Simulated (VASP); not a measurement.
Sb:

```xyz
8
Lattice="5.7942 0.0000 0.0000 -2.8971 5.0179 0.0000 0.0000 0.0000 9.1373" Properties=species:S:1:pos:R:3 pbc="T T T"
Sb    2.8971    0.0000    4.5687
Sb   -1.4486    2.5090    4.5687
Sb    1.4486    2.5090    4.5687
Sb    0.0000    3.3453    1.5229
Sb    0.0000    3.3453    7.6144
Sb    2.8971    1.6726    7.6144
Sb    2.8971    1.6726    1.5229
Sb    0.0000    0.0000    0.0000
```

* Program: VASP 6.6.1
* Task: relaxation of cell and atoms
* Functional: PBE
* Potentials or basis: VASP PAW PBE potentials, release 64 (Sb)
* Cutoff: 600 eV
* k mesh: 6 × 6 × 4
* Occupations: gaussian, width 0.1 eV
* Spin: no spin polarisation

At the start: pressure 0.2 GPa; volume 33.21 Å³/atom.

Q: How do energy, volume and symmetry change on relaxing?

A: Over 9 steps the energy falls by 7.3 meV/atom and the volume is 33.32 Å³/atom (+0.3 %); space group P6/mmm (No. 191, to 0.05 Å).

Step by step:
```
step  energy change (eV)  largest force (eV/Å)  pressure (GPa)  volume (Å³)
   1              0.0000                0.2295            0.17       265.67
   2             -0.0563                0.0303           -0.06       266.95
   3             -0.0580                0.0225           -0.09       267.19
   4             -0.0580                0.0290           -0.09       267.22
   5             -0.0583                0.0314            0.03       266.48
   6             -0.0583                0.0314            0.03       266.47
   7             -0.0585                0.0196            0.02       266.47
   8             -0.0587                0.0004            0.01       266.47
   9             -0.0588                0.0027           -0.01       266.58
```

Final structure:
```cif
data_structure
_symmetry_space_group_name_H-M 'P 1'
_symmetry_Int_Tables_number 1
_cell_length_a 5.8728
_cell_length_b 5.8728
_cell_length_c 8.9250
_cell_angle_alpha 90.000
_cell_angle_beta 90.000
_cell_angle_gamma 120.000
_cell_volume 266.58
loop_
_atom_site_label
_atom_site_type_symbol
_atom_site_fract_x
_atom_site_fract_y
_atom_site_fract_z
_atom_site_occupancy
Sb1 Sb 0.50000 0.00000 0.50000 1
Sb2 Sb 0.00000 0.50000 0.50000 1
Sb3 Sb 0.50000 0.50000 0.50000 1
Sb4 Sb 0.33333 0.66667 0.16604 1
Sb5 Sb 0.33333 0.66667 0.83396 1
Sb6 Sb 0.66667 0.33333 0.83396 1
Sb7 Sb 0.66667 0.33333 0.16604 1
Sb8 Sb 0.00000 0.00000 0.00000 1
```
